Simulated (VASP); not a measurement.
## BeTe: single point with PBE

Crystal: BeTe.

```xyz
2
Lattice="0.0000 2.6803 2.6803 2.6803 0.0000 2.6803 2.6803 2.6803 0.0000" Properties=species:S:1:pos:R:3 pbc="T T T"
Be    2.6803    2.6803    2.6803
Te    0.0000    0.0000    0.0000
```

* Program: VASP 6.6.1
* Task: single point
* Functional: PBE
* Potentials or basis: VASP PAW PBE potentials, release 64 (Be, Te)
* Cutoff: 520 eV
* k mesh: 18 × 18 × 18
* Occupations: gaussian, width 0.1 eV
* Spin: no spin polarisation
* Dipole correction: no
* Further INCAR settings: ALGO = Normal; EDIFF = 1e-06; NBANDS = 11

- Pressure: 0.1 GPa
- Band gap on the k mesh: zero (band 4 reaches 7.54 eV, above the bottom of band 5 at 6.32 eV)

Levels at points of the mesh, in eV from the Fermi level:
```csv
k point,band 2,band 3,band 4,band 5,band 6,band 7
"(0.00, 0.00, 0.00)",-0.22,-0.22,-0.22,3.10,6.32,6.32
"(0.50, 0.00, 0.00)",-6.74,-0.21,-0.21,2.34,2.34,3.00
"(0.50, 0.50, 0.00)",-6.00,-2.97,-2.97,-0.89,3.12,8.89
```

Wall time 33 s on 1 thread of Intel(R) Xeon(R) Platinum 8488C (Sapphire Rapids) (shared host), peak memory 0.22 GiB.

Caveat: spin-orbit coupling is left out, which moves the levels of the heavy elements.
